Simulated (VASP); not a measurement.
Here is a VASP 6.6.1 calculation.

File INCAR:

```
PREC = Accurate
ENCUT = 520
EDIFF = 1E-7
ISMEAR = -1
SIGMA = 0.1
LREAL = F
LASPH = T
NELM = 150
ALGO = Normal
ISIF = 2
LWAVE = F
LCHARG = T
ISPIN = 2
MAGMOM = 2.5 0
LORBIT = 11
LMAXMIX = 4
GGA = PS
LELF = T
LVHAR = T
NBANDS = 16
```

The input KPOINTS:

```
Automatic mesh
0
Gamma
  13 13 13
```

POSCAR

```
CoH
1.0
    0.0000000000      1.8791076864      1.8791076864
    1.8791076864      0.0000000000      1.8791076864
    1.8791076864      1.8791076864      0.0000000000
Co H
1 1
Direct
    0.0000000000      0.0000000000      0.0000000000
    0.5000000000      0.5000000000      0.5000000000
```

Potentials or basis: VASP PAW PBE potentials, release 64 (Co, H).

Run with:

```sh
$ cat potpaw_PBE.64/Co/POTCAR potpaw_PBE.64/H/POTCAR > POTCAR
$ mpirun -np 1 vasp_std > vasp.out
```

What does it give for the site moments?

Co +1.26; H -0.01 μB.

Estimate the net moment.

1.22 μB per cell.

Predict the pressure.

-17.0 GPa.

Caveat: the cell stands under tension; the PAW data sets were made with another functional, which shifts forces and pressure a little.
